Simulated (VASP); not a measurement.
Set up this calculation in VASP 6.6.1, as the native input.

```
Task                   : electric field gradients
Functional             : PBE
Potentials or basis    : VASP PAW PBE potentials, release 64 (Sb, P)
Cutoff                 : 520 eV
k mesh                 : 11 × 11 × 11
Occupations            : fermi-dirac, width 0.05 eV
Spin                   : no spin polarisation
Dipole correction      : no
Further INCAR settings : ALGO = Normal; EDIFF = 1e-08; NBANDS = 12
```

The structure of SbP (rocksalt type) lies in POSCAR:

```
SbP
1.0
    0.0000000000      2.7796499995      2.7796499995
    2.7796499995      0.0000000000      2.7796499995
    2.7796499995      2.7796499995      0.0000000000
Sb P
1 1
Direct
    0.0000000000      0.0000000000      0.0000000000
    0.5000000000      0.5000000000      0.5000000000
```

This cell differs from its parent crystal: volume scaled by 0.96.

These files were run (other wordings do the same):

INCAR

```
  PREC = Accurate
  ENCUT = 520
  EDIFF = 1E-8
  ISMEAR = -1
  SIGMA = 0.05
  LREAL = F
  LASPH = T
  NELM = 80
  ALGO = Normal
  ISIF = 2
  LWAVE = F
  LCHARG = F
  GGA = PE
  LEFG = T
  NBANDS = 12
```

KPOINTS

```
regular mesh
0
Gamma
  11 11 11
```

Potentials or basis: VASP PAW PBE potentials, release 64 (Sb, P).

Launch:

```bash
$ cat potpaw_PBE.64/Sb/POTCAR potpaw_PBE.64/P/POTCAR > POTCAR
$ mpirun -np 1 vasp_std > vasp.out
```

It gave:

```
Pressure               : 3.3 GPa
Band gap on the k mesh : zero (band 5 reaches 8.71 eV, above the bottom of band 6 at 8.23 eV)
```

Caveat: without QUAD_EFG the Cq values of the log hold for a quadrupole moment of 1 mb, not for the nuclei; spin-orbit coupling is left out, which moves the levels of the heavy elements.

It took 35 s on 1 thread of Intel(R) Xeon(R) Platinum 8488C (Sapphire Rapids), with other jobs on the host, peak memory 0.18 GiB.
